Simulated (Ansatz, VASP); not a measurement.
# One calculation of BP, two programs

POSCAR

```
BP
1.0
    0.0000000000      2.2690000000      2.2690000000
    2.2690000000      0.0000000000      2.2690000000
    2.2690000000      2.2690000000      0.0000000000
B P
1 1
Direct
    0.0000000000      0.0000000000      0.0000000000
    0.7500000000      0.7500000000      0.7500000000
```

File INCAR.step1:

```
PREC     = Accurate       # precision mode
ENCUT    = 600            # plane-wave cutoff, eV
ISMEAR   = -1             # smearing method
SIGMA    = 0.1            # smearing width, eV
LREAL    = F              # projectors in reciprocal space
LASPH    = T              # aspherical terms in the spheres
NELM     = 100            # most SCF steps
GGA      = PE             # functional
ALGO     = Normal         # electronic algorithm
EDIFF    = 1E-4           # SCF threshold, eV
LWAVE    = T              # write WAVECAR
LCHARG   = F              # write CHGCAR
```

The input INCAR.step2:

```
PREC     = Accurate       # precision mode
ENCUT    = 600            # plane-wave cutoff, eV
EDIFF    = 1E-7           # SCF threshold, eV
ISMEAR   = -1             # smearing method
SIGMA    = 0.1            # smearing width, eV
LREAL    = F              # projectors in reciprocal space
LASPH    = T              # aspherical terms in the spheres
NELM     = 100            # most SCF steps
ALGO     = Normal         # electronic algorithm
ISIF     = 3              # what is computed and relaxed
LWAVE    = F              # write WAVECAR
LCHARG   = F              # write CHGCAR
METAGGA  = R2SCAN         # meta-GGA
LMIXTAU  = T            
IBRION   = 2              # ionic algorithm
NSW      = 100            # ionic steps
EDIFFG   = -0.002         # ionic threshold
ISTART   = 1
```

The input KPOINTS:

```
Automatic mesh
0
Gamma
  18 18 18
```

Input for Ansatz:

```yaml
crystal:
  lattice:
    - [0.0, 2.269, 2.269]
    - [2.269, 0.0, 2.269]
    - [2.269, 2.269, 0.0]
  atoms:
    - { symbol: B, position: [0.0, 0.0, 0.0] }
    - { symbol: P, position: [0.75, 0.75, 0.75] }
kpoints:
  mp_grid: { grid: [18, 18, 18] }
scf:
  occupations: { method: fermi_dirac, width: 0.1 }
hamiltonian:
  xc: r2scan
  pseudopotentials: { kind: paw }
relax:
  f_tol: 0.002
  max_steps: 80
  cell: {}
output:
  forces: true
  stress: true
```

Alike in both runs: task relaxation of cell and atoms; functional r2SCAN; k mesh 18 × 18 × 18; occupations fermi-dirac, width 0.1 eV; no spin polarisation.

|  | VASP | Ansatz |
| --- | --- | --- |
| version | VASP 6.6.1 | Ansatz 0.2.0 |
| potentials or method | VASP PAW PBE potentials, release 64 (B, P) | PAW with Ansatz's default frozen-core files, scalar-relativistic |
| plane-wave cutoff (eV) | 600 | 500 |
| valence electrons in the cell | 8 | 8 |

Ansatz gave:

* relaxed volume (Å³/atom): 11.67
* relaxed cell length with the largest relative difference (Å): 3.208

Task: Estimate VASP's values.

Result: Relaxed volume (Å³/atom): 11.64; relaxed cell length with the largest relative difference (Å): 3.205.

VASP's potentials were made for PBE, not for r2SCAN.
